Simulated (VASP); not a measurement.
Write the native input for VASP 6.6.1 that does the following.

| Quantity | Value |
| --- | --- |
| Task | single point |
| Functional | LDA |
| Potentials or basis | VASP PAW LDA potentials, release 64 (Pb_d, S) |
| Cutoff | 520 eV |
| k mesh | 8 × 8 × 6 |
| Occupations | gaussian, width 0.02 eV |
| Spin | no spin polarisation |
| Dipole correction | no |
| Further INCAR settings | ALGO = Normal; EDIFF = 1e-07; NBANDS = 28 |

The structure of PbS lies in POSCAR:

```
PbS
1.0
    2.0289502292     -5.7046211307      0.0000000000
    2.0289502292      5.7046211307      0.0000000000
    0.0000000000      0.0000000000      4.1932521599
Pb S
2 2
Direct
    0.8746338186      0.1253661814      0.7500000000
    0.1253661814      0.8746338186      0.2500000000
    0.6403954113      0.3596045887      0.7500000000
    0.3596045887      0.6403954113      0.2500000000
```

These files were run (other wordings do the same):

INCAR

```
PREC = Accurate
ENCUT = 520
EDIFF = 1E-7
ISMEAR = 0
SIGMA = 0.02
LREAL = F
LASPH = T
NELM = 100
ALGO = Normal
ISIF = 2
LWAVE = F
LCHARG = F
NBANDS = 28
```

KPOINTS

```
regular mesh
0
Gamma
  8 8 6
```

Potentials or basis: VASP PAW LDA potentials, release 64 (Pb_d, S).

Command:

```console
$ cat potpaw_LDA.64/Pb_d/POTCAR potpaw_LDA.64/S/POTCAR > POTCAR
$ mpirun -np 1 vasp_std > vasp.out
```

Results of the run:

* Pressure: 0.0 GPa
* Largest force: 0.011 eV/Å
* Band gap on the k mesh: 0.95 eV (least direct gap 1.02 eV)

Caveat: spin-orbit coupling is left out, which moves the levels of the heavy elements.

Wall time 3.7 min on 1 thread of Intel(R) Xeon(R) Platinum 8259CL CPU @ 2.50GHz (Skylake/Cascade Lake), with other jobs on the host, peak memory 0.33 GiB.
